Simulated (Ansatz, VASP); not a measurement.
## One calculation of Al2GaP3, two programs

Contents of INCAR:

```
SYSTEM = Al2GaP3
PREC = Accurate ; ENCUT = 600
EDIFF = 1E-7 ; ISMEAR = 0
SIGMA = 0.1 ; LREAL = .FALSE.
LASPH = .TRUE. ; NELM = 100
ALGO = Normal ; ISIF = 3
LWAVE = .FALSE. ; LCHARG = .FALSE.
GGA = PE ; IBRION = 2
NSW = 80 ; EDIFFG = -0.025
KPAR = 4
```

File KPOINTS:

```
regular mesh
0
G
  4 4 4
  0 0 0
```

File POSCAR:

```
Al2GaP3
1.0
   -3.8960384838      3.8049097626      0.0338783766
    3.9590096114      3.8678808902     -0.0154320847
    2.0002864784     -1.9220072577     -8.4239085141
Al Ga P
4 2 6
Direct
    0.6660571034      0.5053870713      0.3455077379
    0.1513112337      1.0052477594      0.3109729357
    0.3298036817      0.4691279751      0.6706446894
    0.8494021335      0.0006890614      0.6719494910
    0.9938486168      0.5489078300      1.0016024770
    0.4887206862      0.9766201317      1.0013870287
    0.1305807958      0.2802228354      0.8276876753
    0.6632915768      0.7341067217      0.8368152252
    0.4895620557      0.2348512563      0.4968300619
    1.0208617943      0.7485491305      0.4990892174
    0.8590526559      0.2434019079      0.1664219101
    0.3575076662      0.7528883193      0.1710915505
```

Input for Ansatz:

```yaml
crystal:
  lattice:
    - [-3.8960384838, 3.8049097626, 0.0338783766]
    - [3.9590096114, 3.8678808902, -0.0154320847]
    - [2.0002864784, -1.9220072577, -8.4239085141]
  atoms:
    - { symbol: Al, position: [0.6660571034, 0.5053870713, 0.3455077379] }
    - { symbol: Al, position: [0.1513112337, 1.0052477594, 0.3109729357] }
    - { symbol: Al, position: [0.3298036817, 0.4691279751, 0.6706446894] }
    - { symbol: Al, position: [0.8494021335, 0.0006890614, 0.671949491] }
    - { symbol: Ga, position: [0.9938486168, 0.54890783, 1.001602477] }
    - { symbol: Ga, position: [0.4887206862, 0.9766201317, 1.0013870287] }
    - { symbol: P, position: [0.1305807958, 0.2802228354, 0.8276876753] }
    - { symbol: P, position: [0.6632915768, 0.7341067217, 0.8368152252] }
    - { symbol: P, position: [0.4895620557, 0.2348512563, 0.4968300619] }
    - { symbol: P, position: [1.0208617943, 0.7485491305, 0.4990892174] }
    - { symbol: P, position: [0.8590526559, 0.2434019079, 0.1664219101] }
    - { symbol: P, position: [0.3575076662, 0.7528883193, 0.1710915505] }
basis:
  ecutwfc: 420
kpoints:
  mp_grid: { grid: [4, 4, 4] }
hamiltonian:
  xc: pbe
scf:
  occupations: { method: gaussian, width: 0.1 }
  lower_state_search: "off"
output:
  forces: true
  stress: true
  eigenvalues: true
relax:
  adjacent_minimum: "off"
  f_tol: 0.025
  max_steps: 60
  cell: { stress_tol: 0.25 }
```

Change from the starting cell: cell x2, atoms moved at random (sigma 0.1 Å) and cell strained at random (1.5 %), then relaxed without symmetry.

Alike in both runs: task relaxation of cell and atoms; functional PBE; k mesh 4 × 4 × 4; occupations gaussian, width 0.1 eV; no spin polarisation.

|  | VASP | Ansatz |
| --- | --- | --- |
| version | VASP 6.6.1 | Ansatz 0.2.0 |
| potentials or method | VASP PAW PBE potentials, release 64 (Al, Ga_d, P), cutoff 600 eV | scalar-relativistic, plane waves, PAW |
| valence electrons in the cell | 68 | 68 |

Ansatz gave:

* gap on the k mesh at the Fermi level, each at its own relaxed structure (eV): 1.64
* relaxed volume (Å³/atom): 20.88
* relaxed length of the cell vector where the two differ most in proportion (Å): 5.509

**Question.** What did VASP give for the same quantities?

**Answer.** gap on the k mesh at the Fermi level, each at its own relaxed structure (eV): 1.64; relaxed volume (Å³/atom): 20.86; relaxed length of the cell vector where the two differ most in proportion (Å): 5.505.
